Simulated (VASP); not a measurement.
Set up this calculation in VASP 6.6.1, as the native input.

```yaml
Task: single point
Functional: PBE
Dispersion: D3(BJ)
Potentials_or_basis: VASP PAW PBE potentials, release 64 (Al, As)
Cutoff: 500 eV
k_mesh: 8 × 8 × 8
Occupations: gaussian, width 0.02 eV
Spin: no spin polarisation
Dipole_correction: no
Further_INCAR_settings: ALGO = Normal; EDIFF = 1e-06; NBANDS = 11
```

The structure of AlAs (d.b) lies in POSCAR:

```
AlAs
1.0
    0.0000000000      2.8321860989      2.8321860989
    2.8321860989      0.0000000000      2.8321860989
    2.8321860989      2.8321860989      0.0000000000
Al As
1 1
Direct
    0.0000000000      0.0000000000      0.0000000000
    0.2500000000      0.2500000000      0.2500000000
```

One way to write it, as run:

INCAR

```
  PREC = Accurate
  ENCUT = 500
  EDIFF = 1E-6
  ISMEAR = 0
  SIGMA = 0.02
  LREAL = False
  LASPH = True
  NELM = 120
  ALGO = Normal
  ISIF = 2
  LWAVE = False
  LCHARG = True
  GGA = PE
  IVDW = 12
  LELF = True
  LVHAR = True
  NBANDS = 11
  GGA_COMPAT = False
```

KPOINTS

```
regular mesh
0
Gamma
  8 8 8
```

Potentials or basis: VASP PAW PBE potentials, release 64 (Al, As).

Run with:

```console
$ cat potpaw_PBE.64/Al/POTCAR potpaw_PBE.64/As/POTCAR > POTCAR
$ mpirun -np 1 vasp_std > vasp.out
```

Results of the run:

The pressure is 0.2 GPa and the band gap on the k mesh is 1.44 eV, indirect (least direct gap 2.05 eV). The dispersion energy per atom is -0.317 eV.

It took 14 s on 1 thread of Intel Xeon 6975P-C (shared host), peak memory 0.18 GiB.
